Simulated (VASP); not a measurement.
Mg2C, 3 atoms in the cell. The structure is cubic, space group Fm-3m (No. 225). Conventional cell: a = 5.424 Å, b = 5.424 Å, c = 5.424 Å, α = 90.00°, β = 90.00°, γ = 90.00°. Within 3.1 Å of C (site symmetry m-3m) lie 8 Mg at 2.35 Å. Mg (site symmetry -43m) has 4 C at 2.35 Å and 6 Mg at 2.71 Å within 3.1 Å. 

```yaml
Program: VASP 6.6.1
Task: single point
Functional: PBEsol
Potentials_or_basis: VASP PAW PBE potentials, release 64 (C, Mg)
Cutoff: 520 eV
k_mesh: 8 × 8 × 8
Occupations: fermi-dirac, width 0.02 eV
Spin: no spin polarisation
Dipole_correction: no
Further_INCAR_settings: ALGO = Normal; EDIFF = 1e-07; NBANDS = 11
```

Potentials or basis: VASP PAW PBE potentials, release 64 (C, Mg).

Command:

```console
$ cat potpaw_PBE.64/C/POTCAR potpaw_PBE.64/Mg/POTCAR > POTCAR
$ mpirun -np 1 vasp_std > vasp.out
```

Hardware: 1 thread of Intel Xeon 8259CL, with other jobs on the host.

How long does it take, and how much memory?

Wall time 34 s on 1 thread of Intel Xeon 8259CL, on a shared host, peak memory 0.17 GiB. Counts: scf iterations 14, k points 29.
